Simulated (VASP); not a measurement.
A run of VASP 6.6.1 is set up as follows.

INCAR

```
ALGO = Normal ; EDIFF = 1E-7
ENCUT = 520 ; GGA = PE
ISIF = 2 ; ISMEAR = -1
LASPH = T ; LCHARG = F
LREAL = F ; LWAVE = F
NBANDS = 17 ; NELM = 60
PREC = Accurate ; SIGMA = 0.05
```

KPOINTS

```
k-points
0
Gamma
  6 6 6
```

POSCAR

```
PbS
1.0
    0.0000000000      2.9657500000      2.9657500000
    2.9657500000      0.0000000000      2.9657500000
    2.9657500000      2.9657500000      0.0000000000
Pb S
1 1
Direct
    0.0000000000      0.0000000000      0.0000000000
    0.5000000000      0.5000000000      0.5000000000
```

Potentials or basis: VASP PAW PBE potentials, release 64 (Pb_d, S).

Launch:

```console
$ cat potpaw_PBE.64/Pb_d/POTCAR potpaw_PBE.64/S/POTCAR > POTCAR
$ mpirun -np 1 vasp_std > vasp.out
```

Question: Estimate the band gap on the k mesh.

Answer: 0.37 eV, direct.

Question: Predict the pressure.

Answer: 2.1 GPa.

Caveat: spin-orbit coupling is left out, which moves the levels of the heavy elements. A k mesh can miss the band edges.
